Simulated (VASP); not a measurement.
# ZnS (F-43m) in VASP: a series of runs

Runs on ZnS. Level: LDA. Tasks: vibrations by perturbation theory.

Everything below comes from runs of VASP 6.6.1. Logs are shortened: lines on timing, memory, paths and dates and some standing lists are left out, and cuts for length are marked.

## (1) The cell of the first run

Symmetry: F-43m, No. 216, cubic system. The conventional cell has a = 5.191 Å, b = 5.191 Å, c = 5.191 Å, α = 90.00°, β = 90.00°, γ = 90.00°. Within 3.0 Å of Zn (site symmetry -43m) lie 4 S at 2.25 Å. Within 3.0 Å of S (site symmetry -43m) lie 4 Zn at 2.25 Å.

## (2) Vibrations by perturbation theory, LDA

INCAR

```
PREC = Accurate
ENCUT = 520
EDIFF = 1E-8
ISMEAR = 0
SIGMA = 0.01
LREAL = F
LASPH = T
NELM = 100
ALGO = Normal
ISIF = 2
LWAVE = F
LCHARG = T
GGA = CA
NBANDS = 16
IBRION = 8
NSW = 1
LEPSILON = T
```

KPOINTS

```
regular mesh
0
Gamma
  10 10 10
```

POSCAR

```
ZnS
1.0
    0.0000000000      2.5954004209      2.5954004209
    2.5954004209      0.0000000000      2.5954004209
    2.5954004209      2.5954004209      0.0000000000
Zn S
1 1
Direct
    0.0000000000      0.0000000000      0.0000000000
    0.7500000000      0.7500000000      0.7500000000
```

Potentials or basis: VASP PAW LDA potentials, release 64 (Zn, S).

Launch:

```bash
$ cat potpaw_LDA.64/Zn/POTCAR potpaw_LDA.64/S/POTCAR > POTCAR
$ mpirun -np 1 vasp_std > vasp.out
```

OUTCAR:

```text
PREC = Accurate
   ENCUT = 520
   EDIFF = 1E-8
   ISMEAR = 0
   LREAL = F
   LASPH = T
   NELM = 100
   ISIF = 2
   GGA = CA
   IBRION = 8
   NSW = 1
   LEPSILON = T

 ion  position               nearest neighbor table
   1  0.000  0.000  0.000-   2 2.25   2 2.25   2 2.25   2 2.25
   2  0.750  0.750  0.750-   1 2.25   1 2.25   1 2.25   1 2.25

  LATTYP: Found a face centered cubic cell.
 ALAT       =     5.1908008418

  Lattice vectors:

 A1 = (   0.0000000000,   2.5954004209,   2.5954004209)
 A2 = (   2.5954004209,   0.0000000000,   2.5954004209)
 A3 = (   2.5954004209,   2.5954004209,   0.0000000000)

Analysis of symmetry for initial positions (statically):
=====================================================================
 Subroutine PRICEL returns:
 Original cell was already a primitive cell.

 Routine SETGRP: Setting up the symmetry group for a
 face centered cubic supercell.

 Subroutine GETGRP returns: Found 24 space group operations
 (whereof 24 operations were pure point group operations)
 out of a pool of 48 trial point group operations.

The static configuration has the point symmetry T_d .

Analysis of symmetry for dynamics (positions and initial velocities):
=====================================================================
 Subroutine PRICEL returns:
 Original cell was already a primitive cell.

 Routine SETGRP: Setting up the symmetry group for a
 face centered cubic supercell.

 Subroutine GETGRP returns: Found 24 space group operations
 (whereof 24 operations were pure point group operations)
 out of a pool of 48 trial point group operations.

The dynamic configuration has the point symmetry T_d .

 Subroutine INISYM returns: Found 24 space group operations
 (whereof 24 operations are pure point group operations),
 and found     1 'primitive' translations

----------------------------------------------------------------------------------------

                                     Primitive cell

  volume of cell :      34.9658

  direct lattice vectors                    reciprocal lattice vectors
     0.000000000  2.595400421  2.595400421    -0.192648501  0.192648501  0.192648501
     2.595400421  0.000000000  2.595400421     0.192648501 -0.192648501  0.192648501
     2.595400421  2.595400421  0.000000000     0.192648501  0.192648501 -0.192648501

  length of vectors
     3.670450475  3.670450475  3.670450475     0.333676991  0.333676991  0.333676991

  position of ions in fractional coordinates (direct lattice)
     0.000000000  0.000000000  0.000000000
     0.750000000  0.750000000  0.750000000

  ion indices of the primitive-cell ions
   primitive index   ion index
                 1           1
                 2           2

----------------------------------------------------------------------------------------

 KPOINTS: regular mesh

Automatic generation of k-mesh.
 Grid dimensions read from file:
 generate k-points for:   10   10   10

 Generating k-lattice:

  Cartesian coordinates                     Fractional coordinates (reciprocal lattice)
    -0.019264850  0.019264850  0.019264850     0.100000000  0.000000000  0.000000000
     0.019264850 -0.019264850  0.019264850     0.000000000  0.100000000  0.000000000
     0.019264850  0.019264850 -0.019264850     0.000000000  0.000000000  0.100000000

[... 602 lines left out ...]
  ---------------------------------------------------
  free energy    TOTEN  =        -0.52185133 eV

  energy without entropy =       -0.52185133

------------------------ aborting loop because EDIFF is reached ----------------------------------------

--------------------------------------- Ionic step        2  -------------------------------------------

------------------------ aborting loop because EDIFF is reached ----------------------------------------

--------------------------------------- Ionic step        3  -------------------------------------------

------------------------ aborting loop because EDIFF is reached ----------------------------------------

 PIEZOELECTRIC TENSOR FIELD DIRECTION 3  (e Angst)
 -----------------------------------------------------------------------------
    -0.00095  1.37614  0.00000           ( -0.00000 -0.01626  0.00000)
     1.37614 -0.00095  0.00000           ( -0.01626 -0.00000  0.00000)
     0.00000  0.00000  0.00047           (  0.00000  0.00000 -0.00000)

 PIEZOELECTRIC TENSOR FIELD DIRECTION 3  (C/m^2)
 -----------------------------------------------------------------------------
    -0.00043  0.63056  0.00000
     0.63056 -0.00043  0.00000
     0.00000  0.00000  0.00021

--------------------------------------- Ionic step        4  -------------------------------------------

------------------------ aborting loop because EDIFF is reached ----------------------------------------

[... ionic steps 5 to 6 ...]

--------------------------------------- Ionic step        7  -------------------------------------------

 Free energy of the ion-electron system (eV)
  ---------------------------------------------------
  ---------------------------------------------------
  free energy    TOTEN  =        -0.10366808 eV

  energy without entropy =       -0.10366808

------------------------ aborting loop because EDIFF is reached ----------------------------------------

 INTERNAL STRAIN TENSOR  FOR ION    2  DIRECTION 1   (eV/Angst):
 -----------------------------------------------------------------------------
    -0.01473  0.00000  0.00000
     0.00000  0.01688  9.27566
     0.00000  9.27566  0.01688

 MACROSCOPIC STATIC DIELECTRIC TENSOR (including local field effects in DFT)
 ------------------------------------------------------
           6.141415    -0.000000     0.000000
           0.000000     6.141415     0.000000
          -0.000000    -0.000000     6.141415
 ------------------------------------------------------

 PIEZOELECTRIC TENSOR (including local field effects)  for field in x, y, z        (e  Angst)
          XX          YY          ZZ          XY          YZ          ZX
  --------------------------------------------------------------------------------
  x     0.00000    -0.00000    -0.00000     0.00000     1.38869     0.00000
  y     0.00000    -0.00000     0.00000     0.00000     0.00000     1.38869
  z    -0.00000    -0.00000     0.00000     1.38869     0.00000     0.00000

 PIEZOELECTRIC TENSOR (including local field effects)  for field in x, y, z        (C/m^2)
          XX          YY          ZZ          XY          YZ          ZX
  --------------------------------------------------------------------------------
  x     0.00000    -0.00000    -0.00000     0.00000     0.63632     0.00000
  y     0.00000    -0.00000     0.00000     0.00000     0.00000     0.63632
  z    -0.00000    -0.00000     0.00000     0.63632     0.00000     0.00000

 BORN EFFECTIVE CHARGES (including local field effects) (in |e|, cummulative output)
 ---------------------------------------------------------------------------------
 ion    1
    1     1.82763     0.00000     0.00000
    2     0.00000     1.82763     0.00000
    3    -0.00000    -0.00000     1.82763
 ion    2
    1    -1.82763    -0.00000    -0.00000
    2    -0.00000    -1.82763    -0.00000
    3     0.00000     0.00000    -1.82763

 INTERNAL STRAIN TENSOR FOR ION    2 for displacements in x,y,z  (eV/Angst):
          X           Y           Z          XY          YZ          ZX
  --------------------------------------------------------------------------------
  x     0.00000     0.00000     0.00000     0.00000     9.27566     0.00000
  y    -0.00000     0.00000    -0.00000     0.00000     0.00000     9.27566
  z     0.00000     0.00000     0.00000     9.27566     0.00000     0.00000

 SECOND DERIVATIVES (NOT SYMMETRIZED)
 ------------------------------------
               1X          1Y          1Z          2X          2Y          2Z
  1X    -8.238488    0.000000    0.000000    8.238488    0.000000    0.000000
  1Y     0.000000   -8.238488    0.000000    0.000000    8.238488    0.000000
  1Z     0.000000    0.000000   -8.238488    0.000000    0.000000    8.238488
  2X     8.294233    0.000000    0.000000   -8.294233    0.000000    0.000000
  2Y     0.000000    8.294233    0.000000    0.000000   -8.294233    0.000000
  2Z     0.000000    0.000000    8.294233    0.000000    0.000000   -8.294233

 Eigenvectors and eigenvalues of the dynamical matrix
 ----------------------------------------------------

   1 f  =    9.695828 THz    60.920681 2PiTHz  323.417995 cm-1    40.098703 meV
             X         Y         Z           dx          dy          dz
      0.000000  0.000000  0.000000     0.000000    0.572315    0.000000
      3.893101  3.893101  3.893101     0.000000   -0.820034    0.000000
[... 21 lines left out ...]
   6 f/i=    0.015343 THz     0.096402 2PiTHz    0.511785 cm-1     0.063453 meV
             X         Y         Z           dx          dy          dz
      0.000000  0.000000  0.000000     0.000000    0.000000    0.820034
      3.893101  3.893101  3.893101     0.000000    0.000000    0.572315

--------------------------------------------------------------------------------------------------------

 MACROSCOPIC STATIC DIELECTRIC TENSOR IONIC CONTRIBUTION
 ------------------------------------------------------
           2.091146     0.000000    -0.000000
           0.000000     2.091146     0.000000
          -0.000000     0.000000     2.091146
 ------------------------------------------------------

 ELASTIC MODULI CONTR FROM IONIC RELAXATION (kBar)
 Direction    XX          YY          ZZ          XY          YZ          ZX
 --------------------------------------------------------------------------------
 XX          -0.0000     -0.0000     -0.0000     -0.0000      0.0000      0.0000
 YY          -0.0000     -0.0000     -0.0000     -0.0000     -0.0000      0.0000
 ZZ          -0.0000     -0.0000     -0.0000      0.0000     -0.0000      0.0000
 XY          -0.0000     -0.0000      0.0000   -475.9617      0.0000      0.0000
 YZ           0.0000     -0.0000     -0.0000      0.0000   -475.9617      0.0000
 ZX           0.0000      0.0000      0.0000      0.0000      0.0000   -475.9617
 --------------------------------------------------------------------------------

 PIEZOELECTRIC TENSOR IONIC CONTR  for field in x, y, z        (C/m^2)
          XX          YY          ZZ          XY          YZ          ZX
  --------------------------------------------------------------------------------
  x    -0.00000    -0.00000    -0.00000    -0.00000    -0.93875    -0.00000
  y     0.00000    -0.00000     0.00000    -0.00000    -0.00000    -0.93875
  z    -0.00000    -0.00000     0.00000    -0.93875     0.00000     0.00000
```

Run time: 20 min. Hardware: 1 thread of Intel Xeon 8259CL, shared host; peak memory 0.35 GiB.

What came out:

```yaml
Electronic_dielectric_tensor_diagonal: 6.14
Born_charges_mean_of_the_diagonal: Zn +1.83; S -1.83 e
Highest_phonon_frequency_at_Γ_LO-TO_splitting_left_out: 323 cm⁻¹
```

Phonon frequencies in cm⁻¹ (negative: imaginary):
| q point | frequencies |
| --- | --- |
| (0.000, 0.000, 0.000) | -1 -1 -1 323 323 323 |

Electronic dielectric tensor:
```
6.14 0.00 0.00
0.00 6.14 0.00
0.00 0.00 6.14
```

Born effective charge tensors (e):
atom 1, Zn
```
1.83 0.00 0.00
0.00 1.83 0.00
0.00 0.00 1.83
```
atom 2, S
```
-1.83  0.00  0.00
 0.00 -1.83  0.00
 0.00  0.00 -1.83
```

Caveat: the cell stands under pressure or tension, which shifts response properties.

[end of part 1 of 3]
